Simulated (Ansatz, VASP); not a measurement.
**Pt in VASP and in Ansatz**

```
Pt
1.0
    -1.58422    1.58422    1.58422
     1.58422   -1.58422    1.58422
     1.58422    1.58422   -1.58422
Pt
1
Direct
  0.00000 0.00000 0.00000
```

Alike in both runs: task single point; functional PBE; k mesh 12 × 12 × 12; occupations gaussian, width 0.025 eV; no spin polarisation.

```csv
,VASP,Ansatz
version,VASP 6.6.1,Ansatz 0.2.0
potentials or method,"VASP PAW PBE potentials, release 64 (Pt)",Ansatz PAW
plane-wave cutoff (eV),500,420
valence electrons in the cell,10,18
```

VASP gave:

```
gap on the k mesh at the Fermi level (eV) : none
pressure (GPa)                            : -1.9
```

Task: Which values does Ansatz return?

Result: gap on the k mesh at the Fermi level (eV): none; pressure (GPa): -1.4.

A gap of «none» marks a metal or a gap that the smearing closes. VASP's potentials hold 10 valence electrons a cell and Ansatz's 18, so a difference there can come from the potentials and not from the codes.

Neither program's run includes spin-orbit coupling.
